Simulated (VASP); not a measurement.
Input of a VASP 6.6.1 run:

Contents of INCAR:

```
SYSTEM = Mo
  PREC = Accurate
  ENCUT = 520
  EDIFF = 1E-6
  ISMEAR = -1
  SIGMA = 0.1
  LREAL = .False.
  LASPH = .True.
  NELM = 80
  ALGO = Normal
  ISIF = 2
  LWAVE = .False.
  LCHARG = .False.
  GGA = PE
  NBANDS = 13
```

The input KPOINTS:

```
Automatic mesh
0
Gamma
  14 14 14
  0 0 0
```

The input POSCAR:

```
Mo
1.0
    2.6716007466      0.0000000000      0.0000000000
    0.0000000000      2.6716007466      0.0000000000
    0.0000000000      0.0000000000      2.6716007466
Mo
1
Direct
    0.0000000000      0.0000000000      0.0000000000
```

Potentials or basis: VASP PAW PBE potentials, release 64 (Mo_sv).

The run is started by

```bash
$ cat potpaw_PBE.64/Mo_sv/POTCAR > POTCAR
$ mpirun -np 1 vasp_std > vasp.out
```

Q: Predict the pressure.

A: -12.7 GPa.

Q: What does it give for the band gap on the k mesh?

A: Zero (band 7 reaches 10.94 eV, above the bottom of band 8 at 8.82 eV).
